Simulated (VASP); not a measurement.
Write the native input for VASP 6.6.1 that does the following.

| Property | Result |
| --- | --- |
| Task | single point |
| Functional | PBE |
| Potentials or basis | VASP PAW PBE potentials, release 64 (Au) |
| Cutoff | 520 eV |
| k mesh | 24 × 24 × 24 |
| Occupations | gaussian, width 0.3 eV |
| Spin | no spin polarisation |
| Dipole correction | no |
| Further INCAR settings | ALGO = Normal; EDIFF = 1e-06; NBANDS = 12 |

The structure of Au lies in POSCAR:

```
Au
1.0
    0.0000000000      2.0790000000      2.0790000000
    2.0790000000      0.0000000000      2.0790000000
    2.0790000000      2.0790000000      0.0000000000
Au
1
Direct
    0.0000000000      0.0000000000      0.0000000000
```

These files were run (other wordings do the same):

INCAR

```
  PREC = Accurate
  ENCUT = 520
  EDIFF = 1E-6
  ISMEAR = 0
  SIGMA = 0.3
  LREAL = F
  LASPH = T
  NELM = 100
  ALGO = Normal
  ISIF = 2
  LWAVE = F
  LCHARG = T
  GGA = PE
  LELF = T
  LVHAR = T
  NBANDS = 12
```

KPOINTS

```
Automatic mesh
0
Gamma
  24 24 24
```

Potentials or basis: VASP PAW PBE potentials, release 64 (Au).

Launch:

```console
$ cat potpaw_PBE.64/Au/POTCAR > POTCAR
$ mpirun -np 1 vasp_std > vasp.out
```

Results of the run:

```
Pressure : -0.2 GPa
```

Run time: 46 s on 1 thread of Intel(R) Xeon(R) Platinum 8259CL CPU @ 2.50GHz (Skylake/Cascade Lake), with other jobs on the host, peak memory 0.21 GiB.
